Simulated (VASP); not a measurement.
A run of VASP 6.6.1 is set up as follows.

INCAR

```
ALGO = Normal ; EDIFF = 1E-7
ENCUT = 520 ; GGA = PE
ISIF = 2 ; ISMEAR = 0
LASPH = True ; LCHARG = True
LELF = True ; LREAL = False
LVHAR = True ; LWAVE = False
NBANDS = 20 ; NELM = 80
PREC = Accurate ; SIGMA = 0.1
```

File KPOINTS:

```
k-points
0
Gamma
  4 4 2
```

The input POSCAR:

```
MgH2
1.0
    4.5201634303     -0.0040879770     -0.0009333315
   -0.0040901166      4.5204968198     -0.0014411602
   -0.0014030815     -0.0020392248      6.0320310703
Mg H
4 8
Direct
    0.4996667589      0.4992837986      0.2497199621
    0.5000035662      0.5004806991      0.7498009424
    0.0002859728      0.9993093362      0.5002296555
   -0.0005410539      0.0003720440      0.0002941982
    0.6954337371      0.6956998168      0.0000004690
    0.6947610252      0.6962122070      0.4997444919
    0.8048442766      0.1956796775      0.2501212242
    0.8050860710      0.1966811350      0.7500264030
    0.3042961337      0.3043560726      0.4999302117
    0.3051329116      0.3037233932     -0.0001998019
    0.1958951446      0.8041300963      0.2500240841
    0.1951354561      0.8040717234      0.7503081597
```

Potentials or basis: VASP PAW PBE potentials, release 64 (Mg, H).

Run with:

```bash
$ cat potpaw_PBE.64/Mg/POTCAR potpaw_PBE.64/H/POTCAR > POTCAR
$ mpirun -np 1 vasp_std > vasp.out
```

Question: Predict the pressure.

Answer: -0.4 GPa.

Question: Predict the band gap on the k mesh.

Answer: 3.87 eV.

Forces on the atoms (eV/Å):
```
Mg   0.005  0.007  0.006
Mg   0.000 -0.007  0.002
Mg  -0.003  0.009 -0.003
Mg   0.008 -0.005 -0.007
H   -0.004 -0.002  0.002
H    0.000 -0.005  0.001
H   -0.001  0.001  0.004
H    0.001 -0.009 -0.002
H    0.005  0.001  0.001
H   -0.001  0.003 -0.002
H   -0.009  0.005 -0.002
H   -0.002  0.003  0.000
```

Caveat: the k points lie up to 0.52 Å⁻¹ apart. A k mesh can miss the band edges.
